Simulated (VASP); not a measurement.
**Cr: single point with PBE**

Cr:

```
Cr
1.0
    -1.32659    1.32659    1.49963
     1.32659   -1.32659    1.49963
     1.32659    1.32659   -1.49963
Cr
1
Direct
  0.00000 0.00000 0.00000
```

This cell differs from its parent crystal: strain -0.080 along x and y, +0.040 along z.

```
Program                : VASP 6.6.1
Task                   : single point
Functional             : PBE
Potentials or basis    : VASP PAW PBE potentials, release 64 (Cr_pv)
Cutoff                 : 520 eV
k mesh                 : 24 × 24 × 24
Occupations            : gaussian, width 0.15 eV
Spin                   : no spin polarisation
Dipole correction      : no
Further INCAR settings : ALGO = Normal; EDIFF = 1e-07; NBANDS = 12
```

| Quantity | Value |
| --- | --- |
| Pressure | 30.2 GPa |
| Band gap on the k mesh | zero (band 6 reaches 14.95 eV, above the bottom of band 7 at 11.54 eV) |

Stress tensor (GPa, compression positive):
```
44.32  0.00  0.00
 0.00 44.32  0.00
 0.00  0.00  1.83
```

Levels at points of the mesh, in eV from the Fermi level:
```
           k point  band 3  band 4  band 5  band 6  band 7  band 8  band 9  band 10
(0.00, 0.00, 0.00)  -42.57   -8.18   -1.26   -1.26   -0.25    0.58    1.68     7.19
(0.50, 0.00, 0.00)  -42.59   -4.83   -2.27    0.46    1.04    1.92    3.08     7.19
(0.50, 0.50, 0.00)  -42.68   -5.03   -3.56    2.01    2.10    2.23    3.30     7.19
(0.50, 0.50, 0.50)  -43.27   -5.09   -4.67    2.62    2.88    2.88    7.19     8.51
```

Run time: 42 s on 1 thread of Intel(R) Xeon(R) 6975P-C (Granite Rapids) (shared host), peak memory 0.23 GiB.

Caveat: the cell differs from its parent crystal (strain -0.080 along x and y, +0.040 along z); the run has no spin polarisation, though such a crystal can be magnetic. Spin polarisation is off, so any magnetic state and its effect on volume and gap are missing.
